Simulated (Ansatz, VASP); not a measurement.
# B in VASP and in Ansatz

```
CELL_PARAMETERS angstrom
2.34611 0.00000 0.00000
0.00000 2.34611 0.00000
0.00000 0.00000 1.58579
ATOMIC_POSITIONS crystal
B 0.50000 0.50000 0.50000
```

Alike in both runs: task single point; functional r2SCAN0; k mesh 6 × 6 × 8; occupations fermi-dirac, width 0.05 eV; no spin polarisation.

```csv
,VASP,Ansatz
version,VASP 6.6.1,Ansatz 0.2.0
potentials or method,"VASP PAW PBE potentials, release 64 (B)",Ansatz PAW
plane-wave cutoff (eV),520,500
valence electrons in the cell,3,3
```

```csv
,VASP,Ansatz,Ansatz less VASP
gap on the k mesh at the Fermi level (eV),none,none,-
pressure (GPa),-2.3,-2.1,+0.18
"traceless stress, the component that is largest in VASP (GPa)",-6.99,-6.33,+0.659
```

VASP's potentials were made for PBE, not for r2SCAN0. A gap of «none» marks a metal or a gap that the smearing closes. With one functional, cell and mesh, what is left measures potentials, basis and numerics.

The k mesh is coarse, so the values compare programs but aren't converged.
